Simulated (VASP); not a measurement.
# FeIr2 (Fd-3m) in VASP: a series of runs, part 2 of 2

VASP 6.6.1.

**3. Relaxation of cell and atoms, PBE, collinear spin, ferromagnetic start**

This run uses another cell than the first one, of 12.68 Å³/atom.

INCAR reads:

```
PREC = Accurate
ENCUT = 600
EDIFF = 1E-7
ISMEAR = 0
SIGMA = 0.1
LREAL = F
LASPH = T
NELM = 150
ALGO = Normal
ISIF = 3
LWAVE = F
LCHARG = F
ISPIN = 2
MAGMOM = 3.33 3.33 0.43 0.43 0.43 0.43
LORBIT = 11
LMAXMIX = 4
GGA = PE
IBRION = 2
NSW = 90
EDIFFG = -0.04
```

KPOINTS reads:

```
Automatic mesh
0
Gamma
  4 4 4
```

POSCAR reads:

```
FeIr2
1.0
    0.0000000000      3.3632579532      3.3632579532
    3.3632579532      0.0000000000      3.3632579532
    3.3632579532      3.3632579532      0.0000000000
Fe Ir
2 4
Direct
    0.0000000000      0.0000000000      0.0000000000
    0.2500000000      0.2500000000      0.2500000000
    0.6250000000      0.6250000000      0.6250000000
    0.1250000000      0.6250000000      0.6250000000
    0.6250000000      0.6250000000      0.1250000000
    0.6250000000      0.1250000000      0.6250000000
```

Potentials or basis: VASP PAW PBE potentials, release 64 (Fe, Ir).

On the command line:

```
cat potpaw_PBE.64/Fe/POTCAR potpaw_PBE.64/Ir/POTCAR > POTCAR
mpirun -np 1 vasp_std > vasp.out
```

OUTCAR:

```text
PREC = Accurate
   ENCUT = 600
   EDIFF = 1E-7
   ISMEAR = 0
   LREAL = F
   LASPH = T
   NELM = 150
   ISIF = 3
   ISPIN = 2
   LORBIT = 11
   GGA = PE
   IBRION = 2
   NSW = 90
   EDIFFG = -0.04

 ion  position               nearest neighbor table
   1  0.000  0.000  0.000-   3 2.79   5 2.79   6 2.79   3 2.79   4 2.79   5 2.79   3 2.79   4 2.79
                             6 2.79   4 2.79   5 2.79   6 2.79   2 2.91   2 2.91   2 2.91   2 2.91
   2  0.250  0.250  0.250-   4 2.79   5 2.79   6 2.79   3 2.79   4 2.79   6 2.79   3 2.79   4 2.79
                             5 2.79   3 2.79   5 2.79   6 2.79   1 2.91   1 2.91   1 2.91   1 2.91
   3  0.625  0.625  0.625-   4 2.38   5 2.38   6 2.38   5 2.38   6 2.38   4 2.38   1 2.79   2 2.79
                             1 2.79   2 2.79   1 2.79   2 2.79
   4  0.125  0.625  0.625-   3 2.38   5 2.38   6 2.38   3 2.38   5 2.38   6 2.38   2 2.79   1 2.79
                             1 2.79   2 2.79   2 2.79   1 2.79
   5  0.625  0.625  0.125-   3 2.38   3 2.38   4 2.38   6 2.38   6 2.38   4 2.38   1 2.79   2 2.79
                             1 2.79   2 2.79   1 2.79   2 2.79
   6  0.625  0.125  0.625-   3 2.38   5 2.38   3 2.38   4 2.38   5 2.38   4 2.38   2 2.79   1 2.79
                             2 2.79   2 2.79   1 2.79   1 2.79

  LATTYP: Found a face centered cubic cell.
 ALAT       =     6.7265159064

  Lattice vectors:

 A1 = (   0.0000000000,   3.3632579532,   3.3632579532)
 A2 = (   3.3632579532,   0.0000000000,   3.3632579532)
 A3 = (   3.3632579532,   3.3632579532,   0.0000000000)

Analysis of symmetry for initial positions (statically):
=====================================================================
 Subroutine PRICEL returns:
 Original cell was already a primitive cell.

 Routine SETGRP: Setting up the symmetry group for a
 face centered cubic supercell.

 Subroutine GETGRP returns: Found 48 space group operations
 (whereof 24 operations were pure point group operations)
 out of a pool of 48 trial point group operations.

The static configuration has the point symmetry T_d .
 The point group associated with its full space group is O_h .

Analysis of symmetry for dynamics (positions and initial velocities):
=====================================================================
 Subroutine PRICEL returns:
 Original cell was already a primitive cell.

 Routine SETGRP: Setting up the symmetry group for a
 face centered cubic supercell.

 Subroutine GETGRP returns: Found 48 space group operations
 (whereof 24 operations were pure point group operations)
 out of a pool of 48 trial point group operations.

The dynamic configuration has the point symmetry T_d .
 The point group associated with its full space group is O_h .

Analysis of structural, dynamic, and magnetic symmetry:
=====================================================================
 Subroutine PRICEL returns:
 Original cell was already a primitive cell.

 Routine SETGRP: Setting up the symmetry group for a
 face centered cubic supercell.

 Subroutine GETGRP returns: Found 48 space group operations
 (whereof 24 operations were pure point group operations)
 out of a pool of 48 trial point group operations.

The overall configuration has the point symmetry T_d .
 The point group associated with its full space group is O_h .

 Subroutine INISYM returns: Found 48 space group operations
 (whereof 24 operations are pure point group operations),
 and found     1 'primitive' translations

----------------------------------------------------------------------------------------

[... 52 lines left out ...]

 Found      8 irreducible k-points:

 Following reciprocal coordinates:
            Coordinates               Weight
  0.000000  0.000000  0.000000      1.000000
  0.250000  0.000000  0.000000      8.000000
  0.500000  0.000000  0.000000      4.000000
  0.250000  0.250000  0.000000      6.000000
  0.500000  0.250000  0.000000     24.000000
 -0.250000  0.250000  0.000000     12.000000
  0.500000  0.500000  0.000000      3.000000
 -0.250000  0.500000  0.250000      6.000000
   k-points           NKPTS =      8   k-points in BZ     NKDIM =      8   number of bands    NBANDS=     35
   number of dos      NEDOS =    301   number of ions     NIONS =      6
   total plane-waves  NPLWV =  64000
   dimension x,y,z NGX =    40 NGY =   40 NGZ =   40
   dimension x,y,z NGXF=    80 NGYF=   80 NGZF=   80
   ions per type =               2   4
   NGX,Y,Z   is equivalent  to a cutoff of  13.98, 13.98, 13.98 a.u.
   NGXF,Y,Z  is equivalent  to a cutoff of  27.96, 27.96, 27.96 a.u.
 SYSTEM =  unknown system
   PREC   = accura    normal or accurate (medium, high low for compatibility)
   ISTART =      0    job   : 0-new  1-cont  2-samecut
   ICHARG =      2    charge: 1-file 2-atom 10-const
   ISPIN  =      2    spin polarized calculation?
   LNONCOLLINEAR =      F non collinear calculations
   LSORBIT =      F    spin-orbit coupling
   LASPH  =      T    aspherical Exc in radial PAW
   ENCUT  =  600.0 eV  44.10 Ry    6.64 a.u.   9.50  9.50  9.50*2*pi/ulx,y,z
   NELM   =    150;   NELMIN=  2; NELMDL= -5     # of ELM steps
   EDIFF  = 0.1E-06   stopping-criterion for ELM
   LREAL  =      F    real-space projection
   EDIFFG = -.4E-01   stopping-criterion for IOM
   NSW    =     90    number of steps for IOM
   IBRION =      2    ionic relax: 0-MD 1-quasi-New 2-CG
   NFREE  =      1    steps in history (QN), initial steepest desc. (CG)
   ISIF   =      3    stress and relaxation
   ISYM   =      2    0-nonsym 1-usesym 2-fastsym
   POTIM  = 0.5000    time-step for ionic-motion
   TEBEG  =    0.0;   TEEND  =   0.0 temperature during run
   PSTRESS=    0.0 pullay stress
   NELECT =      52.0000    total number of electrons
   NUPDOWN=      -1.0000    fix difference up-down
   EMIN   =  10.00;   EMAX   =-10.00  energy-range for DOS
   EFERMI =   0.00;   METHOD = LEGACY
   ISMEAR =     0;   SIGMA  =   0.10  broadening in eV -4-tet -1-fermi 0-gaus
   EFERMI_NEDOS =   21; number of points for ismear=-14 and -15
   IALGO  =     38    algorithm
   IMIX   =      4    mixing-type and parameters
     AMIX     =   0.40;   BMIX     =  1.00
     AMIX_MAG =   1.60;   BMIX_MAG =  1.00
  volume/ion in A,a.u.               =      12.68        85.58
  Fermi-wavevector in a.u.,A,eV,Ry     =   1.442024  2.725030 28.292400  2.079433
  Thomas-Fermi vector in A             =   2.560590
   LORBIT       =     11    0 simple, 1 ext, 2 COOP (PROOUT), +10 PAW based schemes
   GGA     = PE    functional components
   LHFCALC =     F    Hartree Fock is set to
   AEXX    =    0.0000 exact exchange contribution
   IVDW    =     0    specifies the selected vdW correction
   LEPSILON=     F    determine dielectric tensor
   LRPA    =     F    only Hartree local field effects (RPA)
 conjugate gradient relaxation of ions
 spin polarized calculation
 Gauss-broadening in eV      SIGMA  =   0.10
  energy-cutoff  :      600.00
  volume of cell :       76.09
 maximum number of plane-waves:      2637
 NGX is ok and might be reduce to    40
   NGX = 19   NGY = 19   NGZ = 19

--------------------------------------- Ionic step        1  -------------------------------------------

 number of electron      51.9999997 magnetization       7.1635352

 Free energy of the ion-electron system (eV)
  ---------------------------------------------------
  ext. energy  EPLUGINS =         0.00000000
  ---------------------------------------------------
  free energy    TOTEN  =       -45.01035624 eV

  energy without entropy =      -44.97920093  energy(sigma->0) =      -44.99477858

 E-fermi :  10.1037     XC(G=0): -13.8330

 val. band max:       10.0928459731   @ k =  -0.2500   0.2500   0.0000
 cond. band min:      10.1136439160   @ k =   0.5000   0.0000   0.0000
 fundamental gap:      0.0207979428
 Fermi energy:        10.1036970291
[... 1396 lines left out ...]
--------------------------------------- Ionic step        5  -------------------------------------------

 number of electron      51.9999993 magnetization      -0.2640109

 Free energy of the ion-electron system (eV)
  ---------------------------------------------------
  ext. energy  EPLUGINS =         0.00000000
  ---------------------------------------------------
  free energy    TOTEN  =       -46.54871378 eV

  energy without entropy =      -46.46359066  energy(sigma->0) =      -46.50615222

 E-fermi :   7.2069     XC(G=0): -12.7814

 val. band max:        7.2032270185   @ k =  -0.2500   0.2500   0.0000
 cond. band min:       7.2148490013   @ k =  -0.2500   0.5000   0.2500
 fundamental gap:      0.0116219828
 Fermi energy:         7.2069269062
[... 644 lines left out ...]
  FREE ENERGIE OF THE ION-ELECTRON SYSTEM (eV)
  ---------------------------------------------------
  free  energy   TOTEN  =       -46.5487137845 eV

  energy  without entropy=      -46.4635906600  energy(sigma->0) =      -46.50615222

 reached required accuracy - stopping structural energy minimisation

 total charge

# of ion       s       p       d       tot
------------------------------------------
    1        0.282   0.286   6.164   6.732
    2        0.282   0.286   6.164   6.732
    3        0.734   0.709   7.045   8.487
    4        0.734   0.709   7.045   8.487
    5        0.734   0.709   7.045   8.487
    6        0.734   0.709   7.045   8.487
--------------------------------------------------
tot          3.499   3.406  40.507  47.412

 magnetization (x)

# of ion       s       p       d       tot
------------------------------------------
    1       -0.001  -0.001  -0.007  -0.008
    2       -0.001  -0.001  -0.007  -0.008
    3       -0.001  -0.005  -0.054  -0.060
    4       -0.001  -0.005  -0.054  -0.060
    5       -0.001  -0.005  -0.054  -0.060
    6       -0.001  -0.005  -0.054  -0.060
--------------------------------------------------
tot         -0.007  -0.020  -0.228  -0.255
```

Wall time 18 min (1 thread of Intel Xeon 6975P-C (Granite Rapids), shared host); peak memory 0.31 GiB.

Results:

| Item | Value |
| --- | --- |
| Free energy | -46.5487 eV |
| Relaxed volume | 15.30 Å³/atom |
| Relaxed cell | a = 5.064 Å, b = 5.064 Å, c = 5.064 Å, α = 60.00°, β = 60.00°, γ = 60.00° |
| Space group after relaxing (to 0.1 Å) | Fd-3m (No. 227) |
| Pressure after relaxing | 0.1 GPa |
| Net moment | -0.26 μB per cell |
| Site moments | Fe -0.01; Ir -0.06 μB |
| Valence electrons inside the program's atomic spheres | Fe 6.73; Ir 8.49 |

Final structure:
```
Fe Ir
1.0
     0.00000    3.58046    3.58046
     3.58046    0.00000    3.58046
     3.58046    3.58046    0.00000
Fe Ir
2 4
Direct
  0.00000 0.00000 0.00000
  0.25000 0.25000 0.25000
  0.62500 0.62500 0.62500
  0.12500 0.62500 0.62500
  0.62500 0.62500 0.12500
  0.62500 0.12500 0.62500
```

Levels at points of the mesh, in eV from the Fermi level:
Spin up:
| k point | band 22 | band 23 | band 24 | band 25 | band 26 | band 27 | band 28 | band 29 |
| --- | --- | --- | --- | --- | --- | --- | --- | --- |
| (0.00, 0.00, 0.00) | -0.49 | -0.49 | 0.06 | 0.06 | 0.06 | 0.84 | 0.84 | 1.20 |
| (0.50, 0.00, 0.00) | -0.61 | -0.48 | -0.48 | -0.48 | -0.30 | -0.30 | 0.14 | 0.14 |
| (0.50, 0.50, 0.00) | -1.00 | -0.81 | -0.81 | -0.28 | -0.28 | -0.09 | -0.09 | 0.23 |
Spin down:
| k point | band 23 | band 24 | band 25 | band 26 | band 27 | band 28 | band 29 | band 30 |
| --- | --- | --- | --- | --- | --- | --- | --- | --- |
| (0.00, 0.00, 0.00) | -0.53 | 0.23 | 0.23 | 0.23 | 0.45 | 0.45 | 1.18 | 2.77 |
| (0.50, 0.00, 0.00) | -0.64 | -0.35 | -0.31 | -0.31 | -0.09 | 0.09 | 0.09 | 0.54 |
| (0.50, 0.50, 0.00) | -0.68 | -0.68 | -0.41 | -0.41 | 0.12 | 0.12 | 0.17 | 0.17 |

Caveat: the k points lie up to 0.38 Å⁻¹ apart in the final cell; the volume moved by over 15 % at a fixed basis, so the end points are rough; spin-orbit coupling is left out, which moves the levels of the heavy elements.
